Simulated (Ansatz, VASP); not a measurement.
One calculation of WS2, two programs

```
CELL_PARAMETERS angstrom
3.03335 0.00000 0.00000
-1.51668 2.62696 0.00000
0.00000 0.00000 32.29053
ATOMIC_POSITIONS crystal
S 0.33333 0.66667 0.44973
S 0.33333 0.66667 0.55027
W 0.66667 0.33333 0.50000
```

Change from the starting cell: biaxial strain -0.040, atoms relaxed.

Alike in both runs: functional PBE; dispersion D3(BJ); k mesh 12 × 12 × 1; occupations gaussian, width 0.02 eV; no spin polarisation.

Ansatz relaxed the structure, and its values are those at the end. VASP's run is a single point on that final structure, the one shown.

```csv
,VASP,Ansatz
version,VASP 6.6.1,Ansatz 0.2.0
potentials or method,"VASP PAW PBE potentials, release 64 (S, W_sv), cutoff 520 eV","scalar-relativistic, plane waves, PAW"
valence electrons in the cell,26,26
```

VASP gave:

```
gap on the k mesh at the Fermi level (eV) : 1.74
least direct gap on the mesh (eV)         : 2.58
rms of the force components (eV/Å)        : 0.003
```

Q: Which values does Ansatz return?

A: gap on the k mesh at the Fermi level (eV): 1.74; least direct gap on the mesh (eV): 2.58; rms of the force components (eV/Å): 0.001.

Ansatz's warnings: stress scf threshold loose, structure snapped to symmetry, xc potential rough in thin density.

Neither program's run includes spin-orbit coupling.
